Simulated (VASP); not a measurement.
## La3Hf2O3: single point with r2SCAN

Crystal: La3Hf2O3.

```
CELL_PARAMETERS angstrom
3.01773 1.74229 6.81363
-3.01773 1.74229 6.81363
0.00000 -3.48458 6.81363
ATOMIC_POSITIONS crystal
La 0.50000 0.50000 0.50000
La 0.12323 0.12323 0.12323
La 0.87677 0.87677 0.87677
Hf 0.28982 0.28982 0.28982
Hf 0.71018 0.71018 0.71018
O 0.50000 0.50000 0.00000
O 0.00000 0.50000 0.50000
O 0.50000 0.00000 0.50000
```

```json
{
  "Program": "VASP 6.6.1",
  "Task": "single point",
  "Functional": "r2SCAN",
  "Potentials or basis": "VASP PAW PBE potentials, release 64 (La, Hf_pv, O)",
  "Cutoff": "520 eV",
  "k mesh": "6 × 6 × 6",
  "Occupations": "gaussian, width 0.1 eV",
  "Spin": "no spin polarisation"
}
```

| Property | Result |
| --- | --- |
| Pressure | -1.7 GPa |
| Largest force | 0.409 eV/Å |
| Band gap on the k mesh | zero (an odd number of electrons rules out a gap without spin polarisation) |

Forces in eV/Å, atoms in the order of the input:
```
La   0.000  0.000  0.000
La   0.000  0.000 -0.111
La   0.000  0.000  0.111
Hf   0.000  0.000  0.409
Hf   0.000  0.000 -0.409
O    0.000  0.000  0.000
O    0.000  0.000  0.000
O    0.000  0.000  0.000
```

Stress tensor (GPa, compression positive):
```
-1.94  0.00  0.00
 0.00 -1.94  0.00
 0.00  0.00 -1.27
```

Levels at points of the mesh, in eV from the Fermi level:
| k point | band 33 | band 34 | band 35 | band 36 | band 37 | band 38 |
| --- | --- | --- | --- | --- | --- | --- |
| (0.00, 0.00, 0.00) | -1.11 | -0.82 | 0.00 | 0.00 | 0.44 | 0.99 |
| (0.50, 0.00, 0.00) | -1.02 | -0.90 | -0.39 | -0.27 | 0.24 | 0.52 |
| (0.50, 0.50, 0.00) | -1.16 | -0.40 | -0.30 | -0.19 | 0.03 | 0.73 |
| (0.50, 0.50, 0.50) | -0.61 | -0.61 | -0.51 | -0.51 | 0.15 | 1.06 |

Wall time 21 min on 1 thread of Intel(R) Xeon(R) 6975P-C (Granite Rapids), with other jobs on the host, peak memory 0.75 GiB.

Caveat: the PAW data sets were made with another functional, which shifts forces and pressure a little; spin-orbit coupling is left out, which moves the levels of the heavy elements; an odd number of electrons without spin polarisation forces a metal; a magnetic or distorted state may lie lower.
